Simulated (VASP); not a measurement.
A run of VASP 6.6.1 is set up as follows.

The input POSCAR:

```
SiC
1.0
    0.0000000000      2.1740000000      2.3479200000
    2.1740000000      0.0000000000      2.3479200000
    2.1740000000      2.1740000000      0.0000000000
Si C
1 1
Direct
    0.0000000000      0.0000000000      0.0000000000
    0.7500000000      0.7500000000      0.7500000000
```

Contents of INCAR.step1:

```
  PREC = Accurate
  ENCUT = 520
  ISMEAR = 0
  SIGMA = 0.05
  LREAL = False
  LASPH = True
  NELM = 100
  NBANDS = 11
  GGA = PE
  ALGO = Normal
  EDIFF = 1E-4
  LWAVE = True
  LCHARG = False
```

INCAR.step2

```
  PREC = Accurate
  ENCUT = 520
  EDIFF = 1E-6
  ISMEAR = 0
  SIGMA = 0.05
  LREAL = False
  LASPH = True
  NELM = 100
  ALGO = Normal
  ISIF = 2
  LWAVE = False
  LCHARG = False
  METAGGA = R2SCAN
  LMIXTAU = True
  NBANDS = 11
  ISTART = 1
```

KPOINTS

```
regular mesh
0
Gamma
  12 12 12
```

Potentials or basis: VASP PAW PBE potentials, release 64 (Si, C).

Run with:

```bash
$ cat potpaw_PBE.64/Si/POTCAR potpaw_PBE.64/C/POTCAR > POTCAR
$ cp INCAR.step1 INCAR
$ mpirun -np 1 vasp_std > vasp.out
$ cp INCAR.step2 INCAR
$ mpirun -np 1 vasp_std > vasp.out
```

(1) What does it give for the pressure?

(2) Estimate the band gap on the k mesh.

Results:

(1) -14.5 GPa.

(2) 1.36 eV, indirect (least direct gap 4.90 eV).

Caveat: the cell differs from its parent crystal (strain +0.000 along x and y, +0.080 along z); the PAW data sets were made with another functional, which shifts forces and pressure a little.
